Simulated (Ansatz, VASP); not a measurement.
One calculation of KBr, two programs

INCAR

```
SYSTEM = KBr
ALGO     = Normal         ! electronic algorithm
EDIFF    = 1E-6           ! SCF threshold, eV
ENCUT    = 520            ! plane-wave cutoff, eV
GGA      = PE             ! functional
ISIF     = 2              ! what is computed and relaxed
ISMEAR   = 0              ! smearing method
LASPH    = .True.         ! aspherical terms in the spheres
LCHARG   = .False.        ! write CHGCAR
LREAL    = .False.        ! projectors in reciprocal space
LWAVE    = .False.        ! write WAVECAR
NBANDS   = 15             ! bands
NELM     = 80             ! most SCF steps
PREC     = Accurate       ! precision mode
SIGMA    = 0.1            ! smearing width, eV
```

Contents of KPOINTS:

```
k-points
0
Gamma
  6 6 4
  0 0 0
```

The input POSCAR:

```
KBr
1.0
    4.0853642600      0.0000000000      0.0000000000
   -2.0426821300      3.5380292300      0.0000000000
    0.0000000000      0.0000000000      5.9307425600
K Br
1 1
Direct
    0.0000000000      0.0000000000      0.5000000000
    0.0000000000      0.0000000000      0.0000000000
```

Input for Ansatz:

```yaml
crystal:
  lattice:
    - [4.08536426, 0.0, 0.0]
    - [-2.04268213, 3.53802923, 0.0]
    - [0.0, 0.0, 5.93074256]
  atoms:
    - { symbol: K, position: [0.0, 0.0, 0.5] }
    - { symbol: Br, position: [0.0, 0.0, 0.0] }
basis:
  ecutwfc: 420
kpoints:
  mp_grid: { grid: [6, 6, 4] }
hamiltonian:
  xc: pbe
scf:
  occupations: { method: gaussian, width: 0.1 }
  lower_state_search: "off"
output:
  forces: true
  stress: true
  eigenvalues: true
```

Alike in both runs: task single point; functional PBE; k mesh 6 × 6 × 4; occupations gaussian, width 0.1 eV; no spin polarisation.

|  | VASP | Ansatz |
| --- | --- | --- |
| version | VASP 6.6.1 | Ansatz 0.2.0 |
| potentials or method | VASP PAW PBE potentials, release 64 (K_sv, Br), cutoff 520 eV | scalar-relativistic, plane waves, PAW |
| valence electrons in the cell | 16 | 16 |

VASP gave:

| Property | Result |
| --- | --- |
| gap on the k mesh at the Fermi level (eV) | 0.88 |
| least direct gap on the mesh (eV) | 0.88 |
| pressure (GPa) | 1.5 |
| traceless stress, the component that is largest in VASP (GPa) | -3.83 |

**Question.** Which values does Ansatz return?

**Answer.** gap on the k mesh at the Fermi level (eV): 0.88; least direct gap on the mesh (eV): 0.88; pressure (GPa): 1.5; traceless stress, the component that is largest in VASP (GPa): -3.91.

With one functional, cell and mesh, what is left measures potentials, basis and numerics.
